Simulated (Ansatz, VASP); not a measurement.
One calculation of Si, two programs

```
CELL_PARAMETERS angstrom
4.84367 0.00000 0.00000
0.00000 4.84367 0.00000
0.00000 0.00000 4.84367
ATOMIC_POSITIONS crystal
Si 0.00000 0.00000 0.00000
Si 0.50000 0.50000 0.50000
Si 0.25000 0.00000 0.50000
Si 0.75000 0.00000 0.50000
Si 0.50000 0.25000 0.00000
Si 0.50000 0.75000 0.00000
Si 0.00000 0.50000 0.25000
Si 0.00000 0.50000 0.75000
```

Alike in both runs: functional r2SCAN; k mesh 5 × 5 × 5; occupations fermi-dirac, width 0.1 eV; no spin polarisation.

Ansatz relaxed the structure, and its values are those at the end. VASP's run is a single point on that final structure, the one shown.

|  | VASP | Ansatz |
| --- | --- | --- |
| version | VASP 6.6.1 | Ansatz 0.2.0 |
| potentials or method | VASP PAW PBE potentials, release 64 (Si), cutoff 520 eV | plane waves (500 eV) with PAW, scalar-relativistic |
| valence electrons in the cell | 32 | 32 |

|  | VASP | Ansatz | Ansatz less VASP |
| --- | --- | --- | --- |
| pressure (GPa) | 0.1 | 0.0 | -0.06 |

VASP's potentials were made for PBE, not for r2SCAN.
